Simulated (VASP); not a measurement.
# Si2Mo in VASP: a series of runs, part 2 of 3

VASP 6.6.1.

## 3. Electric field gradients, PBE (equal xy, yz and zx shear strains of +3 %)

Input file INCAR:

```
  PREC = Accurate
  ENCUT = 520
  EDIFF = 1E-8
  ISMEAR = -1
  SIGMA = 0.03
  LREAL = False
  LASPH = True
  NELM = 80
  ALGO = Normal
  ISIF = 2
  LWAVE = False
  LCHARG = False
  GGA = PE
  LEFG = True
  NBANDS = 18
```

Input file KPOINTS:

```
regular mesh
0
Gamma
  12 12 16
```

Input file POSCAR:

```
Si2Mo
1.0
   -1.5170425000      1.6349575000      3.9305000000
    1.6349575000     -1.5170425000      3.9305000000
    1.5650425000      1.5650425000     -3.8825000000
Si Mo
2 1
Direct
    0.3330000000      0.3330000000      0.0000000000
    0.6670000000      0.6670000000      0.0000000000
    0.0000000000      0.0000000000      0.0000000000
```

Potentials or basis: VASP PAW PBE potentials, release 64 (Si, Mo_sv).

Command:

```sh
> cat potpaw_PBE.64/Si/POTCAR potpaw_PBE.64/Mo_sv/POTCAR > POTCAR
> mpirun -np 1 vasp_std > vasp.out
```

OUTCAR:

```text
PREC = Accurate
   ENCUT = 520
   EDIFF = 1E-8
   ISMEAR = -1
   LREAL = False
   LASPH = True
   NELM = 80
   ISIF = 2
   GGA = PE

 ion  position               nearest neighbor table
   1  0.333  0.333  0.000-   2 2.58   2 2.58   3 2.59   3 2.59   2 2.59   3 2.60   3 2.62   2 2.63
                             2 2.69   3 2.69
   2  0.667  0.667  0.000-   1 2.58   1 2.58   3 2.59   3 2.59   1 2.59   3 2.60   3 2.62   1 2.63
                             1 2.69   3 2.69
   3  0.000  0.000  0.000-   2 2.59   2 2.59   1 2.59   1 2.59   1 2.60   2 2.60   2 2.62   1 2.62
                             2 2.69   1 2.69

  Warning from LATTYP: Got some problem with cell dimensions!
  Tried to take original basis but could not verify dimensions!
  LATTYP: Found a base centered monoclinic cell.
 ALAT       =     4.5943687270
 B/A-ratio  =     0.9702314754
 C/A-ratio  =     0.9727261926
 COS(beta)  =    -0.4769894271

  Lattice vectors:

 A1 = (  -0.0480000000,  -3.2000000000,  -0.0480000000)
 A2 = (  -3.2000000000,  -0.0480000000,  -0.0480000000)
 A3 = (   1.5650425000,   1.5650425000,  -3.8825000000)

Analysis of symmetry for initial positions (statically):
=====================================================================
 Subroutine PRICEL returns:
 Original cell was already a primitive cell.

 Routine SETGRP: Setting up the symmetry group for a
 base centered monoclinic supercell.

 Subroutine GETGRP returns: Found  4 space group operations
 (whereof  4 operations were pure point group operations)
 out of a pool of  4 trial point group operations.

The static configuration has the point symmetry C_2h.

Analysis of symmetry for dynamics (positions and initial velocities):
=====================================================================
 Subroutine PRICEL returns:
 Original cell was already a primitive cell.

 Routine SETGRP: Setting up the symmetry group for a
 base centered monoclinic supercell.

 Subroutine GETGRP returns: Found  4 space group operations
 (whereof  4 operations were pure point group operations)
 out of a pool of  4 trial point group operations.

The dynamic configuration has the point symmetry C_2h.

 Subroutine INISYM returns: Found  4 space group operations
 (whereof  4 operations are pure point group operations),
 and found     1 'primitive' translations

----------------------------------------------------------------------------------------

                                     Primitive cell

  volume of cell :      40.2214

  direct lattice vectors                    reciprocal lattice vectors
    -1.517042500  1.634957500  3.930500000    -0.006501064  0.310757820  0.122646427
     1.634957500 -1.517042500  3.930500000     0.310757820 -0.006501064  0.122646427
     1.565042500  1.565042500 -3.882500000     0.308018333  0.308018333 -0.009240550

  length of vectors
     4.519218320  4.519218320  4.469062799     0.334147920  0.334147920  0.435701704
[... 92 lines left out ...]
   TEBEG  =    0.0;   TEEND  =   0.0 temperature during run
   PSTRESS=    0.0 pullay stress
   NELECT =      22.0000    total number of electrons
   NUPDOWN=      -1.0000    fix difference up-down
   EMIN   =  10.00;   EMAX   =-10.00  energy-range for DOS
   EFERMI =   0.00;   METHOD = LEGACY
   ISMEAR =    -1;   SIGMA  =   0.03  broadening in eV -4-tet -1-fermi 0-gaus
   EFERMI_NEDOS =   21; number of points for ismear=-14 and -15
   IALGO  =     38    algorithm
   IMIX   =      4    mixing-type and parameters
     AMIX     =   0.40;   BMIX     =  1.00
     AMIX_MAG =   1.60;   BMIX_MAG =  1.00
  volume/ion in A,a.u.               =      13.41        90.48
  Fermi-wavevector in a.u.,A,eV,Ry     =   1.338844  2.530048 24.388480  1.792503
  Thomas-Fermi vector in A             =   2.467282
   LORBIT       =      0    0 simple, 1 ext, 2 COOP (PROOUT), +10 PAW based schemes
   GGA     = PE    functional components
   LHFCALC =     F    Hartree Fock is set to
   AEXX    =    0.0000 exact exchange contribution
   IVDW    =     0    specifies the selected vdW correction
   LEPSILON=     F    determine dielectric tensor
   LRPA    =     F    only Hartree local field effects (RPA)
 non-spin polarized calculation
  energy-cutoff  :      520.00
  volume of cell :       40.22
 maximum number of plane-waves:      1101
 NGX is ok and might be reduce to    36
   NGX = 17   NGY = 17   NGZ = 17

 number of electron      21.9999999 magnetization

 Free energy of the ion-electron system (eV)
  ---------------------------------------------------
  ext. energy  EPLUGINS =         0.00000000
  ---------------------------------------------------
  free energy    TOTEN  =       -23.18831383 eV

  energy without entropy =      -23.18750957  energy(sigma->0) =      -23.18791170

 E-fermi :  12.2787     XC(G=0): -12.4299

 val. band max:       12.2506075511   @ k =  -0.3333   0.4167   0.4375
 cond. band min:      12.2858275073   @ k =  -0.4167   0.4167   0.3750
 fundamental gap:      0.0352199563
 Fermi energy:        12.2787313461

 k-point     1 :       0.0000    0.0000    0.0000
  band No.  band energies     occupation
      1     -48.4534      2.00000
      2     -22.6186      2.00000
      3     -22.5237      2.00000
      4     -22.5173      2.00000
      5      -1.1869      2.00000
      6       5.9398      2.00000
[... 481 lines left out ...]
      5       1.8006      2.00000
      6       4.1899      2.00000
[... 10 lines left out ...]
     17      19.3687      0.00000
     18      20.4052      0.00000

 [... further k-points ...]

------------------------ aborting loop because EDIFF is reached ----------------------------------------

  FORCE on cell =-STRESS in cart. coord.  units (eV):
  Direction    XX          YY          ZZ          XY          YZ          ZX
  --------------------------------------------------------------------------------------
  -------------------------------------------------------------------------------------
  Total        0.8787146      0.8787146      0.5222189     -1.3755497     -1.4287549     -1.4287550
  in kB       35.0026549     35.0026549     20.8020311    -54.7935487    -56.9129204    -56.9129243
  external PRESSURE =      30.2691136 kB  Pullay stress =       0.0000000 kB

 VOLUME and BASIS-vectors are now :
 -----------------------------------------------------------------------------
  energy-cutoff  :      520.00
  volume of cell :       40.22
      direct lattice vectors                 reciprocal lattice vectors
    -1.517042500  1.634957500  3.930500000    -0.006501064  0.310757820  0.122646427
     1.634957500 -1.517042500  3.930500000     0.310757820 -0.006501064  0.122646427
     1.565042500  1.565042500 -3.882500000     0.308018333  0.308018333 -0.009240550

 POSITION                                       TOTAL-FORCE (eV/Angst)
 -----------------------------------------------------------------------------------
      0.03927      0.03927      2.61771         0.016627      0.016627      0.259310
      0.07865      0.07865      5.24329        -0.016627     -0.016627     -0.259310
      0.00000      0.00000      0.00000         0.000000      0.000000     -0.000000
 -----------------------------------------------------------------------------------
    total drift:                                0.000000      0.000000     -0.000000

  FREE ENERGIE OF THE ION-ELECTRON SYSTEM (eV)
  ---------------------------------------------------
  free  energy   TOTEN  =       -23.1883138308 eV

  energy  without entropy=      -23.1875095739  energy(sigma->0) =      -23.18791170

 Electric field gradients (V/A^2)
---------------------------------------------------------------------
 ion       V_xx      V_yy      V_zz      V_xy      V_xz      V_yz
---------------------------------------------------------------------
   1       5.907     5.907   -11.814     6.382     4.838     4.838
   2       5.907     5.907   -11.814     6.382     4.838     4.838
   3      28.463    28.463   -56.926    20.274    18.428    18.428
---------------------------------------------------------------------

 Electric field gradients after diagonalization (V/A^2)
 (convention: |V_zz| > |V_xx| > |V_yy|)
----------------------------------------------------------------------
 ion       V_xx      V_yy      V_zz     asymmetry (V_yy - V_xx)/ V_zz
----------------------------------------------------------------------
   1     -13.621    -0.475    14.096       0.933
   2     -13.621    -0.475    14.096       0.933
   3      54.815     8.189   -63.004       0.740
----------------------------------------------------------------------

           NMR quadrupolar parameters

 Cq : quadrupolar parameter    Cq=e*Q*V_zz/h
 eta: asymmetry parameters     (V_yy - V_xx)/ V_zz
 Q  : nuclear electric quadrupole moment in mb (millibarn)
----------------------------------------------------------------------
 ion       Cq(MHz)       eta       Q (mb)
----------------------------------------------------------------------
   1       0.034       0.933       1.000
   2       0.034       0.933       1.000
   3      -0.152       0.740       1.000
----------------------------------------------------------------------
```

OSZICAR:

```text
N       E                     dE             d eps       ncg     rms          rms(c)
DAV:   1     0.120335749830E+03    0.12034E+03   -0.11259E+04 22776   0.116E+03
DAV:   2    -0.210181390711E+02   -0.14135E+03   -0.13855E+03 27162   0.298E+02
DAV:   3    -0.240820290996E+02   -0.30639E+01   -0.30348E+01 28250   0.390E+01
DAV:   4    -0.240992077715E+02   -0.17179E-01   -0.17159E-01 26928   0.319E+00
DAV:   5    -0.240993222522E+02   -0.11448E-03   -0.11448E-03 26620   0.275E-01    0.214E+01
DAV:   6    -0.233537945477E+02    0.74553E+00   -0.59470E+00 24006   0.157E+01    0.469E+00
DAV:   7    -0.232241295076E+02    0.12967E+00   -0.93291E-01 23692   0.574E+00    0.449E+00
DAV:   8    -0.231890734639E+02    0.35056E-01   -0.10196E-01 24614   0.236E+00    0.456E-01
DAV:   9    -0.231883784695E+02    0.69499E-03   -0.19804E-03 27460   0.358E-01    0.252E-01
DAV:  10    -0.231883295752E+02    0.48894E-04   -0.53762E-04 25248   0.195E-01    0.536E-02
DAV:  11    -0.231883176443E+02    0.11931E-04   -0.17748E-04 24692   0.988E-02    0.409E-02
DAV:  12    -0.231883147030E+02    0.29413E-05   -0.27968E-05 24302   0.369E-02    0.887E-03
DAV:  13    -0.231883140161E+02    0.68686E-06   -0.15738E-06 24722   0.103E-02    0.265E-03
DAV:  14    -0.231883138525E+02    0.16358E-06   -0.31018E-08 23674   0.125E-03    0.572E-04
DAV:  15    -0.231883138216E+02    0.30989E-07   -0.24504E-09 12922   0.364E-04    0.447E-04
DAV:  16    -0.231883138318E+02   -0.10264E-07   -0.36170E-10 12438   0.139E-04    0.883E-05
DAV:  17    -0.231883138308E+02    0.10082E-08   -0.32859E-11 12242   0.483E-05
   1 F= -.23188314E+02 E0= -.23187912E+02  d E =-.804257E-03
```

stdout:

```text
POSCAR found type information on POSCAR SiMo
 POSCAR found :  2 types and       3 ions
 scaLAPACK will be used
 LDA part: xc-table for (Slater+PW92), standard interpolation
 POSCAR, INCAR and KPOINTS ok, starting setup
 FFT: planning ... GRIDC
 FFT: planning ... GRID_SOFT
 FFT: planning ... GRID
 WAVECAR not read
 entering main loop
ion   1

ion   2

ion   3
```

Run time: 4.3 min. Hardware: 1 thread of Intel Xeon 6975P-C (Granite Rapids), shared host; peak memory 0.54 GiB.

What came out:

```yaml
Free_energy: -23.1883 eV
Pressure: 3.0 GPa
Largest_force: 0.260 eV/Å
Band_gap_on_the_k_mesh: zero (bands 11 and 12 overlap by 0.91 eV)
Largest_electric_field_gradient_by_atom: Si +14.1; Mo -63.0 V/Å²
```

Forces on the atoms (eV/Å):
```
Si   0.017  0.017  0.259
Si  -0.017 -0.017 -0.259
Mo   0.000  0.000  0.000
```

Stress tensor (GPa, compression positive):
```
 3.50 -5.48 -5.69
-5.48  3.50 -5.69
-5.69 -5.69  2.08
```

Levels at points of the mesh, in eV from the Fermi level:
```
           k point  band 7  band 8  band 9  band 10  band 11  band 12  band 13  band 14  band 15  band 16
(0.00, 0.00, 0.00)   -3.46   -3.14   -2.73    -2.45     0.39     2.93     3.05     3.75     3.77     4.02
(0.50, 0.00, 0.00)   -4.82   -4.31   -2.80    -2.45    -0.58     2.30     2.82     4.04     4.16     5.65
(0.50, 0.50, 0.00)   -5.59   -5.58   -4.35    -3.08    -1.27     2.31     2.54     3.16     3.33     4.98
(0.00, 0.00, 0.50)   -5.85   -4.97   -4.67    -3.01    -0.95     2.31     2.72     2.73     3.29     4.80
(0.50, 0.00, 0.50)   -5.01   -4.63   -2.55    -2.43    -0.49     2.22     3.07     3.88     4.56     5.39
(0.50, 0.50, 0.50)   -3.50   -2.28   -0.75    -0.66    -0.46    -0.38     0.53     4.62     5.19     5.92
```

Electric field gradients, principal values (V/Å²):
```
atom   least   middle  greatest (by size)
1 Si  -0.475  -13.621              14.096
2 Si  -0.475  -13.621              14.096
3 Mo   8.189   54.815             -63.004
```

Caveat: the cell differs from its parent crystal (equal xy, yz and zx shear strains of +3 %); the cell stands under pressure; without QUAD_EFG the Cq values of the log hold for a quadrupole moment of 1 mb, not for the nuclei.

## 4. Electric field gradients, PBE (13.95 Å³/atom)

This run uses another cell than the first one, of 13.95 Å³/atom.

Input file INCAR:

```
PREC = Accurate
ENCUT = 520
EDIFF = 1E-8
ISMEAR = -1
SIGMA = 0.03
LREAL = F
LASPH = T
NELM = 60
ALGO = Normal
ISIF = 2
LWAVE = F
LCHARG = F
GGA = PE
LEFG = T
ISYM = 0
NBANDS = 18
```

KPOINTS is that of step 3.

Input file POSCAR:

```
Si2Mo
1.0
   -1.6210550461      1.6210550461      3.9822230367
    1.6210550461     -1.6210550461      3.9822230367
    1.6210550461      1.6210550461     -3.9822230367
Si Mo
2 1
Direct
    0.3330000000      0.3330000000      0.0000000000
    0.6670000000      0.6670000000      0.0000000000
    0.0000000000      0.0000000000      0.0000000000
```

Potentials or basis: VASP PAW PBE potentials, release 64 (Si, Mo_sv).

Command:

```sh
> cat potpaw_PBE.64/Si/POTCAR potpaw_PBE.64/Mo_sv/POTCAR > POTCAR
> mpirun -np 1 vasp_std > vasp.out
```

OUTCAR:

```text
PREC = Accurate
   ENCUT = 520
   EDIFF = 1E-8
   ISMEAR = -1
   LREAL = F
   LASPH = T
   NELM = 60
   ISIF = 2
   GGA = PE
   ISYM = 0

 ion  position               nearest neighbor table
   1  0.333  0.333  0.000-   2 2.65   2 2.65   2 2.65   2 2.65   3 2.65   3 2.65   3 2.65   3 2.65
                             3 2.65   2 2.66
   2  0.667  0.667  0.000-   1 2.65   1 2.65   1 2.65   1 2.65   3 2.65   3 2.65   3 2.65   3 2.65
                             3 2.65   1 2.66
   3  0.000  0.000  0.000-   2 2.65   2 2.65   2 2.65   1 2.65   2 2.65   1 2.65   1 2.65   1 2.65
                             1 2.65   2 2.65

IMPORTANT INFORMATION: All symmetrisations will be switched off!
NOSYMM: (Re-)initialisation of all symmetry stuff for point group C_1.

----------------------------------------------------------------------------------------

                                     Primitive cell

  volume of cell :      41.8583

  direct lattice vectors                    reciprocal lattice vectors
[... 690 lines left out ...]

 POSITION                                       TOTAL-FORCE (eV/Angst)
 -----------------------------------------------------------------------------------
      0.00000      0.00000      2.65216         0.000623      0.000623      0.338727
      0.00000      0.00000      5.31229        -0.000623     -0.000623     -0.338727
      0.00000      0.00000      0.00000        -0.000000      0.000000      0.000000
 -----------------------------------------------------------------------------------
    total drift:                               -0.000000      0.000000      0.000000

  FREE ENERGIE OF THE ION-ELECTRON SYSTEM (eV)
  ---------------------------------------------------
  free  energy   TOTEN  =       -23.2365935460 eV

  energy  without entropy=      -23.2358203621  energy(sigma->0) =      -23.23620695

 Electric field gradients (V/A^2)
---------------------------------------------------------------------
 ion       V_xx      V_yy      V_zz      V_xy      V_xz      V_yz
---------------------------------------------------------------------
   1       5.382     5.382   -10.764    -0.056     0.001     0.001
   2       5.382     5.382   -10.764    -0.056     0.001     0.001
   3      26.292    26.292   -52.584    -0.295    -0.060    -0.060
---------------------------------------------------------------------

 Electric field gradients after diagonalization (V/A^2)
 (convention: |V_zz| > |V_xx| > |V_yy|)
----------------------------------------------------------------------
 ion       V_xx      V_yy      V_zz     asymmetry (V_yy - V_xx)/ V_zz
----------------------------------------------------------------------
   1       5.439     5.326   -10.764       0.010
   2       5.439     5.326   -10.764       0.010
   3      26.587    25.997   -52.584       0.011
----------------------------------------------------------------------

           NMR quadrupolar parameters

 Cq : quadrupolar parameter    Cq=e*Q*V_zz/h
 eta: asymmetry parameters     (V_yy - V_xx)/ V_zz
 Q  : nuclear electric quadrupole moment in mb (millibarn)
----------------------------------------------------------------------
 ion       Cq(MHz)       eta       Q (mb)
----------------------------------------------------------------------
   1      -0.026       0.010       1.000
   2      -0.026       0.010       1.000
   3      -0.127       0.011       1.000
----------------------------------------------------------------------
```

stdout:

```text
POSCAR found type information on POSCAR SiMo
 POSCAR found :  2 types and       3 ions
 scaLAPACK will be used
 LDA part: xc-table for (Slater+PW92), standard interpolation
[... 24 lines left out ...]
 entering main loop
ion   1
     0.0000353     0.0029148    -0.0000781     0.8283444    -0.0000781    -0.0000001
     0.0000487     0.0029148    -0.0000781     0.8283444    -0.0000781    -0.0000001
     0.0000670     0.0029148    -0.0000781     0.8283444    -0.0000781    -0.0000001
     0.0000923     0.0029148    -0.0000781     0.8283444    -0.0000781    -0.0000001
[... 14 lines left out ...]
     0.0000532     0.2731713     0.0556389    42.1187764     0.0556382    -0.0000097
     0.0000733     0.2731674     0.0556399    42.1176571     0.0556391    -0.0000097
     0.0001009     0.2731613     0.0556413    42.1159031     0.0556406    -0.0000097
     0.0001390     0.2731518     0.0556438    42.1131708     0.0556430    -0.0000097
```

Wall time 35 min (1 thread of Oxide Virtual Turin-like, shared host); peak memory 0.84 GiB.

Results:

| Quantity | Value |
| --- | --- |
| Free energy | -23.2366 eV |
| Pressure | -5.5 GPa |
| Largest force | 0.339 eV/Å |
| Band gap on the k mesh | zero (bands 11 and 12 overlap by 0.98 eV) |
| Largest electric field gradient by atom | Si -10.8; Mo -52.6 V/Å² |

Forces on the atoms (eV/Å):
```
Si   0.001  0.001  0.339
Si  -0.001 -0.001 -0.339
Mo   0.000  0.000  0.000
```

Stress tensor (GPa, compression positive):
```
-4.75  0.00  0.00
 0.00 -4.75  0.00
 0.00  0.00 -6.94
```

Levels at points of the mesh, in eV from the Fermi level:
```
           k point  band 8  band 9  band 10  band 11  band 12  band 13  band 14  band 15
(0.00, 0.00, 0.00)   -2.87   -2.58    -2.58     0.37     2.81     3.22     3.50     3.50
(0.50, 0.00, 0.00)   -4.39   -2.51    -2.42    -0.50     2.10     2.92     3.70     4.11
(0.00, 0.50, 0.00)   -4.39   -2.51    -2.42    -0.50     2.10     2.92     3.70     4.11
(0.50, 0.50, 0.00)   -5.32   -4.38    -2.94    -1.15     2.16     2.51     2.83     3.09
(0.00, 0.00, 0.50)   -5.32   -4.38    -2.94    -1.16     2.16     2.51     2.83     3.09
(0.50, 0.00, 0.50)   -4.39   -2.51    -2.42    -0.50     2.10     2.92     3.70     4.11
(0.00, 0.50, 0.50)   -4.39   -2.51    -2.42    -0.50     2.10     2.92     3.70     4.11
(0.50, 0.50, 0.50)   -2.21   -0.58    -0.58    -0.56    -0.56     0.49     4.42     4.67
```

Electric field gradients, principal values (V/Å²):
| atom | least | middle | greatest (by size) |
| --- | --- | --- | --- |
| 1 Si | 5.326 | 5.439 | -10.764 |
| 2 Si | 5.326 | 5.439 | -10.764 |
| 3 Mo | 25.997 | 26.587 | -52.584 |

Caveat: the cell stands under tension; without QUAD_EFG the Cq values of the log hold for a quadrupole moment of 1 mb, not for the nuclei.

(Continued in part 3 of 3.)
